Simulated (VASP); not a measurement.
Set up this calculation in VASP 6.6.1, as the native input.

```
Task                   : single point
Functional             : PBEsol
Potentials or basis    : VASP PAW PBE potentials, release 64 (Pd)
Cutoff                 : 520 eV
k mesh                 : 18 × 18 × 18
Occupations            : fermi-dirac, width 0.05 eV
Spin                   : no spin polarisation
Dipole correction      : no
Further INCAR settings : ALGO = Normal; EDIFF = 1e-07; NBANDS = 11
```

The structure of Pd lies in POSCAR:

```
Pd
1.0
    0.0000000000      1.9449000000      1.9060020000
    1.9449000000      0.0000000000      1.9060020000
    1.9449000000      1.9449000000      0.0000000000
Pd
1
Direct
    0.0000000000      0.0000000000      0.0000000000
```

This cell differs from its parent crystal: zz strain of -2 %.

The input as run:

INCAR

```
ALGO = Normal ; EDIFF = 1E-7
ENCUT = 520 ; GGA = PS
ISIF = 2 ; ISMEAR = -1
LASPH = True ; LCHARG = True
LELF = True ; LREAL = False
LVHAR = True ; LWAVE = False
NBANDS = 11 ; NELM = 100
PREC = Accurate ; SIGMA = 0.05
```

KPOINTS

```
k-points
0
Gamma
  18 18 18
```

Potentials or basis: VASP PAW PBE potentials, release 64 (Pd).

Launch:

```bash
$ cat potpaw_PBE.64/Pd/POTCAR > POTCAR
$ mpirun -np 1 vasp_std > vasp.out
```

It gave:

```json
{
 "Pressure": "1.6 GPa",
 "Band gap on the k mesh": "zero (bands 5 and 6 overlap by 1.68 eV)"
}
```

Caveat: the cell differs from its parent crystal (zz strain of -2 %); the PAW data sets were made with another functional, which shifts forces and pressure a little.

Run time: 37 s on 1 thread of AMD EPYC 9R45 96-Core Processor (Zen 5) (shared host), peak memory 0.16 GiB.
